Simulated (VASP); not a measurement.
Set up this calculation in VASP 6.6.1, as the native input.

```yaml
Task: single point
Functional: PBE
Potentials_or_basis: VASP PAW PBE potentials, release 64 (Y_sv, Re)
Cutoff: 520 eV
k_mesh: 12 × 12 × 12
Occupations: gaussian, width 0.1 eV
Spin: no spin polarisation
Dipole_correction: no
Further_INCAR_settings: ALGO = Fast; EDIFF = 1e-07; NBANDS = 24
```

The structure of YRe3 lies in POSCAR:

```
YRe3
1.0
    4.1137925910      0.0000000000      0.0000000000
    0.0000000000      4.1137925910      0.0000000000
    0.0000000000      0.0000000000      4.1137925910
Y Re
1 3
Direct
    0.0000000000      0.0000000000      0.0000000000
    0.0000000000      0.5000000000      0.5000000000
    0.5000000000      0.0000000000      0.5000000000
    0.5000000000      0.5000000000      0.0000000000
```

One way to write it, as run:

INCAR

```
SYSTEM = YRe3
ALGO = Fast
EDIFF = 1E-7
ENCUT = 520
GGA = PE
ISIF = 2
ISMEAR = 0
LASPH = .TRUE.
LCHARG = .FALSE.
LREAL = .FALSE.
LWAVE = .FALSE.
NBANDS = 24
NELM = 60
PREC = Accurate
SIGMA = 0.1
```

KPOINTS

```
k-points
0
G
  12 12 12
  0 0 0
```

Potentials or basis: VASP PAW PBE potentials, release 64 (Y_sv, Re).

Launch:

```sh
$ cat potpaw_PBE.64/Y_sv/POTCAR potpaw_PBE.64/Re/POTCAR > POTCAR
$ mpirun -np 1 vasp_std > vasp.out
```

Results of the run:

```
Pressure               : -0.4 GPa
Band gap on the k mesh : zero (bands 16 and 17 overlap by 2.25 eV)
```

Caveat: spin-orbit coupling is left out, which moves the levels of the heavy elements.

Wall time 2.9 min on 1 thread of Intel(R) Xeon(R) 6975P-C (Granite Rapids), with other jobs on the host, peak memory 0.29 GiB.
